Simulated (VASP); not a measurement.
# BN (R3m) in VASP: notebook

BN is run at these levels: LDA; tasks: single point.

All numbers are computed with VASP 6.6.1; they aren't measurements. Logs are shortened: lines on timing, memory, paths and dates and some standing lists are left out, and cuts for length are marked.

## Step 1: The cell of the first run

It takes space group R3m (No. 160, trigonal). Conventional cell: a = 2.330 Å, b = 2.330 Å, c = 6.440 Å, α = 90.00°, β = 90.00°, γ = 120.00°. B (site symmetry 3m) has 4 N at 1.45 to 1.61 Å within 1.9 Å. Within 1.9 Å of N (site symmetry 3m) lie 4 B at 1.45 to 1.61 Å.

## Step 2: Single point, LDA (5.05 Å³/atom)

INCAR reads:

```
SYSTEM = BN
ALGO = Normal
EDIFF = 1E-6
ENCUT = 600
GGA_COMPAT = .False.
ISIF = 2
ISMEAR = 0
LASPH = .True.
LCHARG = .True.
LELF = .True.
LREAL = .False.
LVHAR = .True.
LWAVE = .False.
NBANDS = 11
NELM = 120
PREC = Accurate
SIGMA = 0.05
```

KPOINTS reads:

```
k-points
0
Gamma
  12 12 12
  0 0 0
```

POSCAR reads:

```
BN
1.0
    0.0000000000      1.6477161677      1.6477161677
    1.6477161677      0.0000000000      1.6477161677
    1.7885409762      1.7885409762     -0.1408248085
B N
1 1
Direct
    0.0000000000      0.0000000000      0.0000000000
    0.7500000000      0.7500000000      0.7500000000
```

Potentials or basis: VASP PAW LDA potentials, release 64 (B, N).

Command:

```bash
> cat potpaw_LDA.64/B/POTCAR potpaw_LDA.64/N/POTCAR > POTCAR
> mpirun -np 1 vasp_std > vasp.out
```

OUTCAR:

```text
SYSTEM = BN
   EDIFF = 1E-6
   ENCUT = 600
   ISIF = 2
   ISMEAR = 0
   LASPH = .True.
   LREAL = .False.
   NELM = 120
   PREC = Accurate

 ion  position               nearest neighbor table
   1  0.000  0.000  0.000-   2 1.45   2 1.45   2 1.45   2 1.61
   2  0.750  0.750  0.750-   1 1.45   1 1.45   1 1.45   1 1.61

  LATTYP: Found a trigonal (rhomboedric) cell.
 ALAT       =     2.5332961283
 COS(alpha) =     0.5769488427

  Lattice vectors:

 A1 = (   1.7885409762,   0.1408248085,  -1.7885409762)
 A2 = (   0.1408248085,   1.7885409762,  -1.7885409762)
 A3 = (   1.7885409762,   1.7885409762,  -0.1408248085)

Analysis of symmetry for initial positions (statically):
=====================================================================
 Subroutine PRICEL returns:
 Original cell was already a primitive cell.

 Routine SETGRP: Setting up the symmetry group for a
 trigonal (rhombohedral) supercell.

 Subroutine GETGRP returns: Found  6 space group operations
 (whereof  6 operations were pure point group operations)
 out of a pool of 12 trial point group operations.

The static configuration has the point symmetry C_3v.

Analysis of symmetry for dynamics (positions and initial velocities):
=====================================================================
 Subroutine PRICEL returns:
 Original cell was already a primitive cell.

 Routine SETGRP: Setting up the symmetry group for a
 trigonal (rhombohedral) supercell.

 Subroutine GETGRP returns: Found  6 space group operations
 (whereof  6 operations were pure point group operations)
 out of a pool of 12 trial point group operations.

The dynamic configuration has the point symmetry C_3v.

 Subroutine INISYM returns: Found  6 space group operations
 (whereof  6 operations are pure point group operations),
 and found     1 'primitive' translations

----------------------------------------------------------------------------------------

                                     Primitive cell

  volume of cell :      10.0940

  direct lattice vectors                    reciprocal lattice vectors
     0.000000000  1.647716168  1.647716168    -0.291956398  0.314944244  0.291956398
     1.647716168  0.000000000  1.647716168     0.314944244 -0.291956398  0.291956398
     1.788540976  1.788540976 -0.140824809     0.268968553  0.268968553 -0.268968553

  length of vectors
     2.330222551  2.330222551  2.533296128     0.519294669  0.519294669  0.465867199

  position of ions in fractional coordinates (direct lattice)
     0.000000000  0.000000000  0.000000000
     0.750000000  0.750000000  0.750000000

  ion indices of the primitive-cell ions
   primitive index   ion index
                 1           1
                 2           2

----------------------------------------------------------------------------------------

 KPOINTS: k-points

Automatic generation of k-mesh.
 Grid dimensions read from file:
 generate k-points for:   12   12   12

 Generating k-lattice:

  Cartesian coordinates                     Fractional coordinates (reciprocal lattice)
    -0.024329700  0.026245354  0.024329700     0.083333333  0.000000000 -0.000000000
     0.026245354 -0.024329700  0.024329700     0.000000000  0.083333333 -0.000000000
     0.022414046  0.022414046 -0.022414046     0.000000000  0.000000000  0.083333333

  Length of vectors
     0.043274556  0.043274556  0.038822267

  Shift w.r.t. Gamma in fractional coordinates (k-lattice)
     0.000000000  0.000000000  0.000000000

 Subroutine IBZKPT returns following result:
 ===========================================

 Found    189 irreducible k-points:

 Following reciprocal coordinates:
            Coordinates               Weight
  0.000000  0.000000  0.000000      1.000000
  0.083333  0.000000 -0.000000      6.000000
  0.166667  0.000000  0.000000      6.000000
  0.250000  0.000000  0.000000      6.000000
  0.333333  0.000000  0.000000      6.000000
  0.416667  0.000000  0.000000      6.000000
[... 16 lines left out ...]
  0.500000  0.166667  0.000000     12.000000
 -0.416667  0.166667 -0.000000     12.000000
 [... further k-points ...]
   k-points           NKPTS =    189   k-points in BZ     NKDIM =    189   number of bands    NBANDS=     11
   number of dos      NEDOS =    301   number of ions     NIONS =      2
   total plane-waves  NPLWV =   8000
   dimension x,y,z NGX =    20 NGY =   20 NGZ =   20
   dimension x,y,z NGXF=    40 NGYF=   40 NGZF=   40
   ions per type =               1   1
   NGX,Y,Z   is equivalent  to a cutoff of  14.27, 14.27, 13.12 a.u.
   NGXF,Y,Z  is equivalent  to a cutoff of  28.54, 28.54, 26.25 a.u.
 SYSTEM =  BN
   PREC   = accura    normal or accurate (medium, high low for compatibility)
   ISTART =      0    job   : 0-new  1-cont  2-samecut
   ICHARG =      2    charge: 1-file 2-atom 10-const
   ISPIN  =      1    spin polarized calculation?
   LNONCOLLINEAR =      F non collinear calculations
   LSORBIT =      F    spin-orbit coupling
   LASPH  =      T    aspherical Exc in radial PAW
   ENCUT  =  600.0 eV  44.10 Ry    6.64 a.u.   4.65  4.65  5.06*2*pi/ulx,y,z
   NELM   =    120;   NELMIN=  2; NELMDL= -5     # of ELM steps
   EDIFF  = 0.1E-05   stopping-criterion for ELM
   LREAL  =      F    real-space projection
   EDIFFG = 0.1E-04   stopping-criterion for IOM
   NSW    =      0    number of steps for IOM
   IBRION =     -1    ionic relax: 0-MD 1-quasi-New 2-CG
   NFREE  =      0    steps in history (QN), initial steepest desc. (CG)
   ISIF   =      2    stress and relaxation
   ISYM   =      2    0-nonsym 1-usesym 2-fastsym
   POTIM  = 0.5000    time-step for ionic-motion
   TEBEG  =    0.0;   TEEND  =   0.0 temperature during run
   PSTRESS=    0.0 pullay stress
   NELECT =       8.0000    total number of electrons
   NUPDOWN=      -1.0000    fix difference up-down
   EMIN   =  10.00;   EMAX   =-10.00  energy-range for DOS
   EFERMI =   0.00;   METHOD = LEGACY
   ISMEAR =     0;   SIGMA  =   0.05  broadening in eV -4-tet -1-fermi 0-gaus
   EFERMI_NEDOS =   21; number of points for ismear=-14 and -15
   IALGO  =     38    algorithm
   IMIX   =      4    mixing-type and parameters
     AMIX     =   0.40;   BMIX     =  1.00
     AMIX_MAG =   1.60;   BMIX_MAG =  1.00
  volume/ion in A,a.u.               =       5.05        34.06
  Fermi-wavevector in a.u.,A,eV,Ry     =   1.515015  2.862964 31.229069  2.295272
  Thomas-Fermi vector in A             =   2.624596
   LORBIT       =      0    0 simple, 1 ext, 2 COOP (PROOUT), +10 PAW based schemes
   GGA     = CA    functional components
   LHFCALC =     F    Hartree Fock is set to
   AEXX    =    0.0000 exact exchange contribution
   IVDW    =     0    specifies the selected vdW correction
   LEPSILON=     F    determine dielectric tensor
   LRPA    =     F    only Hartree local field effects (RPA)
 non-spin polarized calculation
 Gauss-broadening in eV      SIGMA  =   0.05
  energy-cutoff  :      600.00
  volume of cell :       10.09
 maximum number of plane-waves:       351
   NGX =  9   NGY =  9   NGZ = 11

 number of electron       7.9999999 magnetization

 Free energy of the ion-electron system (eV)
  ---------------------------------------------------
  ext. energy  EPLUGINS =         0.00000000
  ---------------------------------------------------
  free energy    TOTEN  =       -18.75950381 eV

  energy without entropy =      -18.75950381  energy(sigma->0) =      -18.75950381

 E-fermi :  10.2072     XC(G=0): -13.8681

 val. band max:        9.8228922455   @ k =   0.0000   0.0000   0.0000
 cond. band min:      13.6574065078   @ k =   0.5000   0.5000   0.0000
 fundamental gap:      3.8345142624
 Fermi energy:        10.2072054123

 k-point     1 :       0.0000    0.0000    0.0000
  band No.  band energies     occupation
      1     -12.5256      2.00000
      2       8.7092      2.00000
      3       9.8229      2.00000
      4       9.8229      2.00000
      5      15.3495      0.00000
      6      20.2204      0.00000
      7      20.2204      0.00000
      8      24.1366      0.00000
      9      36.7008      0.00000
     10      39.2847      0.00000
     11      39.5699      0.00000

 k-point     2 :       0.0833    0.0000   -0.0000
  band No.  band energies     occupation
      1     -12.3236      2.00000
      2       8.3644      2.00000
      3       9.0263      2.00000
      4       9.5459      2.00000
      5      15.7440      0.00000
      6      20.3928      0.00000
      7      20.5786      0.00000
      8      24.6358      0.00000
      9      35.0946      0.00000
     10      37.2126      0.00000
     11      37.4289      0.00000

 k-point     3 :       0.1667    0.0000    0.0000
  band No.  band energies     occupation
      1     -11.7226      2.00000
      2       6.4933      2.00000
      3       8.1744      2.00000
      4       8.8827      2.00000
      5      16.6615      0.00000
      6      20.7680      0.00000
      7      21.3526      0.00000
      8      25.6097      0.00000
      9      33.0156      0.00000
     10      35.8485      0.00000
     11      35.9643      0.00000

 k-point     4 :       0.2500    0.0000    0.0000
  band No.  band energies     occupation
      1     -10.7406      2.00000
      2       3.7697      2.00000
      3       7.6359      2.00000
      4       8.1294      2.00000
      5      17.6330      0.00000
      6      21.1548      0.00000
      7      21.9574      0.00000
      8      26.1853      0.00000
      9      32.0457      0.00000
     10      35.4495      0.00000
     11      36.0147      0.00000
[... 239 lines left out ...]
 k-point    22 :       0.4167    0.1667   -0.0000
  band No.  band energies     occupation
      1      -8.4291      2.00000
      2       0.7914      2.00000
      3       5.3626      2.00000
      4       5.8564      2.00000
      5      17.7927      0.00000
      6      22.3641      0.00000
      7      23.9610      0.00000
      8      26.7575      0.00000
      9      31.7420      0.00000
     10      36.7473      0.00000
     11      39.9795      0.00000

 k-point    23 :       0.5000    0.1667    0.0000
  band No.  band energies     occupation
      1      -7.0560      2.00000
      2      -1.2852      2.00000
      3       5.0356      2.00000
      4       5.7075      2.00000
      5      18.0413      0.00000
      6      21.8031      0.00000
      7      24.1751      0.00000
      8      27.8817      0.00000
      9      32.1554      0.00000
     10      36.8803      0.00000
     11      39.4086      0.00000

 k-point    24 :      -0.4167    0.1667   -0.0000
  band No.  band energies     occupation
      1      -6.6302      2.00000
      2      -1.8703      2.00000
      3       4.6620      2.00000
      4       6.1532      2.00000
      5      18.5103      0.00000
      6      21.1328      0.00000
      7      23.9562      0.00000
      8      27.8729      0.00000
      9      32.5087      0.00000
     10      36.2409      0.00000
     11      39.4518      0.00000

 [... further k-points ...]

------------------------ aborting loop because EDIFF is reached ----------------------------------------

  FORCE on cell =-STRESS in cart. coord.  units (eV):
  Direction    XX          YY          ZZ          XY          YZ          ZX
  --------------------------------------------------------------------------------------
  -------------------------------------------------------------------------------------
  Total        4.7396678      4.7396678      4.7396678     -3.1599007      3.1599007      3.1599007
  in kB      752.3071420    752.3071420    752.3071420   -501.5574900    501.5574900    501.5574900
  external PRESSURE =     752.3071420 kB  Pullay stress =       0.0000000 kB

 VOLUME and BASIS-vectors are now :
 -----------------------------------------------------------------------------
  energy-cutoff  :      600.00
  volume of cell :       10.09
      direct lattice vectors                 reciprocal lattice vectors
     0.000000000  1.647716168  1.647716168    -0.291956398  0.314944244  0.291956398
     1.647716168  0.000000000  1.647716168     0.314944244 -0.291956398  0.291956398
     1.788540976  1.788540976 -0.140824809     0.268968553  0.268968553 -0.268968553

 POSITION                                       TOTAL-FORCE (eV/Angst)
 -----------------------------------------------------------------------------------
      0.00000      0.00000      0.00000         0.374126      0.374126     -0.374126
      2.57719      2.57719      2.36596        -0.374126     -0.374126      0.374126
 -----------------------------------------------------------------------------------
    total drift:                                0.000171      0.000171     -0.000171

  FREE ENERGIE OF THE ION-ELECTRON SYSTEM (eV)
  ---------------------------------------------------
  free  energy   TOTEN  =       -18.7595038060 eV

  energy  without entropy=      -18.7595038060  energy(sigma->0) =      -18.75950381
```

Wall time 16 s (1 thread of AMD EPYC 7R13, shared host); peak memory 0.13 GiB.

Results:

```yaml
Free_energy: -18.7595 eV
Pressure: 75.2 GPa
Largest_force: 0.648 eV/Å
Band_gap_on_the_k_mesh: 3.83 eV (least direct gap 5.53 eV)
```

Forces in eV/Å, atoms in the order of the input:
```
B    0.374  0.374 -0.374
N   -0.374 -0.374  0.374
```

Levels at points of the mesh, in eV from the valence-band top:
```
           k point  band 2  band 3  band 4  band 5  band 6  band 7
(0.00, 0.00, 0.00)   -1.11    0.00    0.00    5.53   10.40   10.40
(0.50, 0.00, 0.00)  -12.44   -2.90   -2.89    8.65   12.06   12.13
(0.50, 0.50, 0.00)  -10.40   -6.69   -5.21    3.83   10.30   18.31
(0.00, 0.00, 0.50)  -12.92   -1.49   -1.49   12.15   12.15   14.64
```

Caveat: the cell stands under pressure. A k mesh can miss the band edges.

## Step 3: Single point, LDA (5.05 Å³/atom)

INCAR reads:

```
PREC = Accurate
ENCUT = 600
EDIFF = 1E-6
ISMEAR = 0
SIGMA = 0.05
LREAL = F
LASPH = T
NELM = 120
ALGO = Normal
ISIF = 2
LWAVE = F
LCHARG = T
GGA = CA
LELF = T
LVHAR = T
NBANDS = 11
GGA_COMPAT = F
```

KPOINTS reads:

```
Automatic mesh
0
Gamma
  12 12 12
```

POSCAR reads:

```
BN
1.0
    0.0000000000      1.7856699319      1.7856699319
    1.7856699319      0.0000000000      1.7856699319
    1.6504351957      1.6504351957      0.1352347362
B N
1 1
Direct
    0.0000000000      0.0000000000      0.0000000000
    0.7500000000      0.7500000000      0.7500000000
```

Potentials or basis: VASP PAW LDA potentials, release 64 (B, N).

Command:

```bash
> cat potpaw_LDA.64/B/POTCAR potpaw_LDA.64/N/POTCAR > POTCAR
> mpirun -np 1 vasp_std > vasp.out
```

Wall time 17 s (1 thread of AMD EPYC 7R13, shared host); peak memory 0.13 GiB.

The run converged. Its results:

```
Free energy            : -18.7216 eV
Pressure               : 76.5 GPa
Largest force          : 2.463 eV/Å
Band gap on the k mesh : 4.05 eV (least direct gap 8.18 eV)
```

Forces on the atoms (eV/Å):
```
B   -1.422 -1.422  1.422
N    1.422  1.422 -1.422
```

Stress tensor (GPa, compression positive):
```
 76.48  57.62 -57.62
 57.62  76.48 -57.62
-57.62 -57.62  76.48
```

Levels at points of the mesh, in eV from the valence-band top:
| k point | band 1 | band 2 | band 3 | band 4 | band 5 | band 6 | band 7 | band 8 |
| --- | --- | --- | --- | --- | --- | --- | --- | --- |
| (0.00, 0.00, 0.00) | -22.06 | -0.18 | -0.18 | 0.00 | 8.18 | 8.18 | 9.44 | 15.89 |
| (0.50, 0.00, 0.00) | -17.38 | -12.47 | -2.08 | -1.74 | 10.41 | 11.49 | 14.52 | 17.02 |
| (0.50, 0.50, 0.00) | -15.43 | -10.05 | -6.72 | -4.70 | 4.05 | 10.66 | 18.89 | 19.87 |
| (0.00, 0.00, 0.50) | -15.94 | -11.63 | -3.41 | -3.41 | 9.97 | 10.25 | 10.25 | 15.97 |

Caveat: the cell stands under pressure; forces of over 1 eV/Å act on the atoms, so gaps and moduli don't describe the material at rest. A k mesh can miss the band edges.
